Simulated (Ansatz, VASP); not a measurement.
TlBr: VASP beside Ansatz

```xyz
2
Lattice="3.8334 0.0000 0.0000 0.0000 3.8334 0.0000 0.0000 0.0000 3.8334" Properties=species:S:1:pos:R:3 pbc="T T T"
Tl    0.0000    0.0000    0.0000
Br    1.9167    1.9167    1.9167
```

Alike in both runs: task single point; functional PBE; k mesh 8 × 8 × 8; occupations gaussian, width 0.02 eV; no spin polarisation.

|  | VASP | Ansatz |
| --- | --- | --- |
| version | VASP 6.6.1 | Ansatz 0.2.0 |
| potentials or method | VASP PAW PBE potentials, release 64 (Tl_d, Br), cutoff 500 eV | scalar-relativistic, plane waves, PAW |
| valence electrons in the cell | 20 | 20 |

|  | VASP | Ansatz | Ansatz less VASP |
| --- | --- | --- | --- |
| gap on the k mesh at the Fermi level (eV) | 1.53 | 1.52 | -0.007 |
| least direct gap on the mesh (eV) | 1.53 | 1.52 | -0.007 |
| pressure (GPa) | 5.0 | 5.0 | +0.03 |

The functional is the same, so the differences come from potentials, cutoffs and numerics.

Neither program's run includes spin-orbit coupling.
